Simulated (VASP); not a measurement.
# TaAs (Fm-3m) in VASP: relaxation of cell and atoms with r2SCAN

Aim: the relaxation of cell and atoms of TaAs with r2SCAN.

All numbers are computed with VASP 6.6.1; they aren't measurements. Logs are shortened: lines on timing, memory, paths and dates and some standing lists are left out, and cuts for length are marked.

### Step 1. The cell of the first run

It takes space group Fm-3m (No. 225, cubic). The conventional cell has a = 5.240 Å, b = 5.240 Å, c = 5.240 Å, α = 90.00°, β = 90.00°, γ = 90.00°. Ta (site symmetry m-3m) has 6 As at 2.62 Å within 3.5 Å. As (site symmetry m-3m) has 6 Ta at 2.62 Å within 3.5 Å.

### Step 2. Relaxation of cell and atoms, r2SCAN

POSCAR reads:

```
TaAs
1.0
    0.0000000000      2.6198724482      2.6198724482
    2.6198724482      0.0000000000      2.6198724482
    2.6198724482      2.6198724482      0.0000000000
Ta As
1 1
Direct
    0.5000000000      0.5000000000      0.5000000000
    0.0000000000      0.0000000000      0.0000000000
```

INCAR.step1 reads:

```
ALGO     = Normal         # electronic algorithm
EDIFF    = 1E-4           # SCF threshold, eV
ENCUT    = 600            # plane-wave cutoff, eV
GGA      = PE             # functional
ISMEAR   = 0              # smearing method
LASPH    = True           # aspherical terms in the spheres
LCHARG   = False          # write CHGCAR
LREAL    = False          # projectors in reciprocal space
LWAVE    = True           # write WAVECAR
NELM     = 80             # most SCF steps
PREC     = Accurate       # precision mode
SIGMA    = 0.1            # smearing width, eV
```

INCAR.step2 reads:

```
ALGO     = Normal         # electronic algorithm
EDIFF    = 1E-6           # SCF threshold, eV
EDIFFG   = -0.01          # ionic threshold
ENCUT    = 600            # plane-wave cutoff, eV
IBRION   = 2              # ionic algorithm
ISIF     = 3              # what is computed and relaxed
ISMEAR   = 0              # smearing method
ISTART   = 1            
LASPH    = True           # aspherical terms in the spheres
LCHARG   = False          # write CHGCAR
LMIXTAU  = True         
LREAL    = False          # projectors in reciprocal space
LWAVE    = False          # write WAVECAR
METAGGA  = R2SCAN         # meta-GGA
NELM     = 80             # most SCF steps
NSW      = 80             # ionic steps
PREC     = Accurate       # precision mode
SIGMA    = 0.1            # smearing width, eV
```

KPOINTS reads:

```
k-points
0
Gamma
  14 14 14
```

Potentials or basis: VASP PAW PBE potentials, release 64 (Ta_pv, As).

Run with:

```console
cat potpaw_PBE.64/Ta_pv/POTCAR potpaw_PBE.64/As/POTCAR > POTCAR
cp INCAR.step1 INCAR
mpirun -np 1 vasp_std > vasp.out
cp INCAR.step2 INCAR
mpirun -np 1 vasp_std > vasp.out
```

OUTCAR:

```text
EDIFF = 1E-6
   EDIFFG = -0.01
   ENCUT = 600
   IBRION = 2
   ISIF = 3
   ISMEAR = 0
   ISTART = 1
   LASPH = True
   LREAL = False
   METAGGA = R2SCAN
   NELM = 80
   NSW = 80
   PREC = Accurate

 ion  position               nearest neighbor table
   1  0.500  0.500  0.500-   2 2.62   2 2.62   2 2.62   2 2.62   2 2.62   2 2.62
   2  0.000  0.000  0.000-   1 2.62   1 2.62   1 2.62   1 2.62   1 2.62   1 2.62

  LATTYP: Found a face centered cubic cell.
 ALAT       =     5.2397448964

  Lattice vectors:

 A1 = (   0.0000000000,   2.6198724482,   2.6198724482)
 A2 = (   2.6198724482,   0.0000000000,   2.6198724482)
 A3 = (   2.6198724482,   2.6198724482,   0.0000000000)

Analysis of symmetry for initial positions (statically):
=====================================================================
 Subroutine PRICEL returns:
 Original cell was already a primitive cell.

 Routine SETGRP: Setting up the symmetry group for a
 face centered cubic supercell.

 Subroutine GETGRP returns: Found 48 space group operations
 (whereof 48 operations were pure point group operations)
 out of a pool of 48 trial point group operations.

The static configuration has the point symmetry O_h .

Analysis of symmetry for dynamics (positions and initial velocities):
=====================================================================
 Subroutine PRICEL returns:
 Original cell was already a primitive cell.

 Routine SETGRP: Setting up the symmetry group for a
 face centered cubic supercell.

 Subroutine GETGRP returns: Found 48 space group operations
 (whereof 48 operations were pure point group operations)
 out of a pool of 48 trial point group operations.

The dynamic configuration has the point symmetry O_h .

 Subroutine INISYM returns: Found 48 space group operations
 (whereof 48 operations are pure point group operations),
 and found     1 'primitive' translations

----------------------------------------------------------------------------------------

                                     Primitive cell

  volume of cell :      35.9642

  direct lattice vectors                    reciprocal lattice vectors
     0.000000000  2.619872448  2.619872448    -0.190848986  0.190848986  0.190848986
     2.619872448  0.000000000  2.619872448     0.190848986 -0.190848986  0.190848986
     2.619872448  2.619872448  0.000000000     0.190848986  0.190848986 -0.190848986

  length of vectors
     3.705059148  3.705059148  3.705059148     0.330560140  0.330560140  0.330560140

  position of ions in fractional coordinates (direct lattice)
     0.500000000  0.500000000  0.500000000
     0.000000000  0.000000000  0.000000000

  ion indices of the primitive-cell ions
   primitive index   ion index
                 1           1
                 2           2

----------------------------------------------------------------------------------------

 KPOINTS: k-points

Automatic generation of k-mesh.
 Grid dimensions read from file:
 generate k-points for:   14   14   14

 Generating k-lattice:

  Cartesian coordinates                     Fractional coordinates (reciprocal lattice)
    -0.013632070  0.013632070  0.013632070     0.071428571  0.000000000  0.000000000
     0.013632070 -0.013632070  0.013632070     0.000000000  0.071428571  0.000000000
     0.013632070  0.013632070 -0.013632070     0.000000000  0.000000000  0.071428571

  Length of vectors
     0.023611439  0.023611439  0.023611439

  Shift w.r.t. Gamma in fractional coordinates (k-lattice)
     0.000000000  0.000000000  0.000000000

 Subroutine IBZKPT returns following result:
 ===========================================

 Found    104 irreducible k-points:

 Following reciprocal coordinates:
            Coordinates               Weight
  0.000000  0.000000  0.000000      1.000000
  0.071429  0.000000  0.000000      8.000000
  0.142857  0.000000  0.000000      8.000000
  0.214286  0.000000  0.000000      8.000000
  0.285714  0.000000  0.000000      8.000000
  0.357143  0.000000  0.000000      8.000000
[... 16 lines left out ...]
  0.214286  0.142857  0.000000     24.000000
  0.285714  0.142857  0.000000     24.000000
 [... further k-points ...]
   k-points           NKPTS =    104   k-points in BZ     NKDIM =    104   number of bands    NBANDS=     12
   number of dos      NEDOS =    301   number of ions     NIONS =      2
   total plane-waves  NPLWV =  27000
   dimension x,y,z NGX =    30 NGY =   30 NGZ =   30
   dimension x,y,z NGXF=    60 NGYF=   60 NGZF=   60
   ions per type =               1   1
   NGX,Y,Z   is equivalent  to a cutoff of  13.46, 13.46, 13.46 a.u.
   NGXF,Y,Z  is equivalent  to a cutoff of  26.92, 26.92, 26.92 a.u.
 SYSTEM =  unknown system
   PREC   = accura    normal or accurate (medium, high low for compatibility)
   ISTART =      1    job   : 0-new  1-cont  2-samecut
   ICHARG =      0    charge: 1-file 2-atom 10-const
   ISPIN  =      1    spin polarized calculation?
   LNONCOLLINEAR =      F non collinear calculations
   LSORBIT =      F    spin-orbit coupling
   LASPH  =      T    aspherical Exc in radial PAW
   ENCUT  =  600.0 eV  44.10 Ry    6.64 a.u.   7.40  7.40  7.40*2*pi/ulx,y,z
   NELM   =     80;   NELMIN=  2; NELMDL=  0     # of ELM steps
   EDIFF  = 0.1E-05   stopping-criterion for ELM
   LREAL  =      F    real-space projection
   EDIFFG = -.1E-01   stopping-criterion for IOM
   NSW    =     80    number of steps for IOM
   IBRION =      2    ionic relax: 0-MD 1-quasi-New 2-CG
   NFREE  =      1    steps in history (QN), initial steepest desc. (CG)
   ISIF   =      3    stress and relaxation
   ISYM   =      2    0-nonsym 1-usesym 2-fastsym
   POTIM  = 0.5000    time-step for ionic-motion
   TEBEG  =    0.0;   TEEND  =   0.0 temperature during run
   PSTRESS=    0.0 pullay stress
   NELECT =      16.0000    total number of electrons
   NUPDOWN=      -1.0000    fix difference up-down
   EMIN   =  10.00;   EMAX   =-10.00  energy-range for DOS
   EFERMI =   0.00;   METHOD = LEGACY
   ISMEAR =     0;   SIGMA  =   0.10  broadening in eV -4-tet -1-fermi 0-gaus
   EFERMI_NEDOS =   21; number of points for ismear=-14 and -15
   IALGO  =     38    algorithm
   IMIX   =      4    mixing-type and parameters
     AMIX     =   0.40;   BMIX     =  1.00
     AMIX_MAG =   1.60;   BMIX_MAG =  1.00
  volume/ion in A,a.u.               =      17.98       121.35
  Fermi-wavevector in a.u.,A,eV,Ry     =   1.249754  2.361693 21.250750  1.561886
  Thomas-Fermi vector in A             =   2.383780
   LORBIT       =      0    0 simple, 1 ext, 2 COOP (PROOUT), +10 PAW based schemes
   METAGGA = R2SCAN    functional components
   LHFCALC =     F    Hartree Fock is set to
   AEXX    =    0.0000 exact exchange contribution
   IVDW    =     0    specifies the selected vdW correction
   LEPSILON=     F    determine dielectric tensor
   LRPA    =     F    only Hartree local field effects (RPA)
 conjugate gradient relaxation of ions
 non-spin polarized calculation
 Gauss-broadening in eV      SIGMA  =   0.10
  energy-cutoff  :      600.00
  volume of cell :       35.96
 maximum number of plane-waves:      1243
 NGX is ok and might be reduce to    30
   NGX = 15   NGY = 15   NGZ = 15

--------------------------------------- Ionic step        1  -------------------------------------------

 number of electron      16.0000001 magnetization

 Free energy of the ion-electron system (eV)
  ---------------------------------------------------
  ext. energy  EPLUGINS =         0.00000000
  ---------------------------------------------------
  free energy    TOTEN  =       -63.34295817 eV

  energy without entropy =      -63.33522815  energy(sigma->0) =      -63.33909316

------------------------ aborting loop because EDIFF is reached ----------------------------------------

  FORCE on cell =-STRESS in cart. coord.  units (eV):
  Direction    XX          YY          ZZ          XY          YZ          ZX
  --------------------------------------------------------------------------------------
  -------------------------------------------------------------------------------------
  Total        0.0878568      0.0878568      0.0878568      0.0000000      0.0000000     -0.0000000
  in kB        3.9139506      3.9139506      3.9139506      0.0000000      0.0000000     -0.0000000
  external PRESSURE =       3.9139506 kB  Pullay stress =       0.0000000 kB
[... 57 lines left out ...]
  energy  without entropy=      -63.3348988883  energy(sigma->0) =      -63.33882390

--------------------------------------- Ionic step        3  -------------------------------------------

 number of electron      16.0000001 magnetization

 Free energy of the ion-electron system (eV)
  ---------------------------------------------------
  ext. energy  EPLUGINS =         0.00000000
  ---------------------------------------------------
  free energy    TOTEN  =       -63.34305298 eV

  energy without entropy =      -63.33528102  energy(sigma->0) =      -63.33916700

 E-fermi :   7.3987     XC(G=0): -12.4595

 val. band max:        7.3919187972   @ k =   0.3571   0.2857   0.0000
 cond. band min:       7.4042881591   @ k =   0.1429   0.0714   0.0000
 fundamental gap:      0.0123693620
 Fermi energy:         7.3987254677

 k-point     1 :       0.0000    0.0000    0.0000
  band No.  band energies     occupation
      1     -29.5621      2.00000
      2     -29.5621      2.00000
      3     -29.5621      2.00000
      4      -7.7108      2.00000
      5       5.6636      2.00000
      6       5.6636      2.00000
      7       5.6636      2.00000
      8       6.3542      2.00000
      9       6.3542      2.00000
     10       6.7147      2.00000
     11       6.7147      2.00000
     12       6.7147      2.00000
[... 331 lines left out ...]
 k-point    24 :       0.2857    0.1429    0.0000
  band No.  band energies     occupation
      1     -29.6311      2.00000
      2     -29.5797      2.00000
      3     -29.5760      2.00000
      4      -6.5527      2.00000
      5       1.6578      2.00000
      6       3.3780      2.00000
      7       3.8611      2.00000
      8       5.7653      2.00000
      9       7.1930      1.99638
     10       8.2478      0.00000
     11       9.6887      0.00000
     12      11.0959      0.00000

 [... further k-points ...]

------------------------ aborting loop because EDIFF is reached ----------------------------------------

  FORCE on cell =-STRESS in cart. coord.  units (eV):
  Direction    XX          YY          ZZ          XY          YZ          ZX
  --------------------------------------------------------------------------------------
  -------------------------------------------------------------------------------------
  Total        0.0111145      0.0111145      0.0111145      0.0000000     -0.0000000     -0.0000000
  in kB        0.4940073      0.4940073      0.4940073      0.0000000     -0.0000000     -0.0000000
  external PRESSURE =       0.4940073 kB  Pullay stress =       0.0000000 kB
[... 17 lines left out ...]
  FREE ENERGIE OF THE ION-ELECTRON SYSTEM (eV)
  ---------------------------------------------------
  free  energy   TOTEN  =       -63.3430529795 eV

  energy  without entropy=      -63.3352810212  energy(sigma->0) =      -63.33916700

 reached required accuracy - stopping structural energy minimisation
```

Run time: 6.7 min. Hardware: 1 thread of Intel Xeon Platinum 8375C at 2.90GHz (Ice Lake), shared host; peak memory 0.22 GiB.

Results:

```
Free energy                           : -63.3431 eV
Relaxed volume                        : 18.02 Å³/atom
Relaxed cell                          : a = 3.708 Å, b = 3.708 Å, c = 3.708 Å, α = 60.00°, β = 60.00°, γ = 60.00°
Space group after relaxing (to 0.1 Å) : Fm-3m (No. 225)
Energy gained by relaxing             : 0.0 meV/atom
Ionic steps                           : 3
Pressure after relaxing               : 0.0 GPa
```

Final structure:
```cif
data_structure
_symmetry_space_group_name_H-M 'P 1'
_symmetry_Int_Tables_number 1
_cell_length_a 3.7079
_cell_length_b 3.7079
_cell_length_c 3.7079
_cell_angle_alpha 60.000
_cell_angle_beta 60.000
_cell_angle_gamma 60.000
_cell_volume 36.05
loop_
_atom_site_label
_atom_site_type_symbol
_atom_site_fract_x
_atom_site_fract_y
_atom_site_fract_z
_atom_site_occupancy
Ta1 Ta 0.50000 0.50000 0.50000 1
As1 As 0.00000 0.00000 0.00000 1
```

Caveat: the highest band is partly filled, so the run has too few bands; the PAW data sets were made with another functional, which shifts forces and pressure a little; spin-orbit coupling is left out, which moves the levels of the heavy elements.
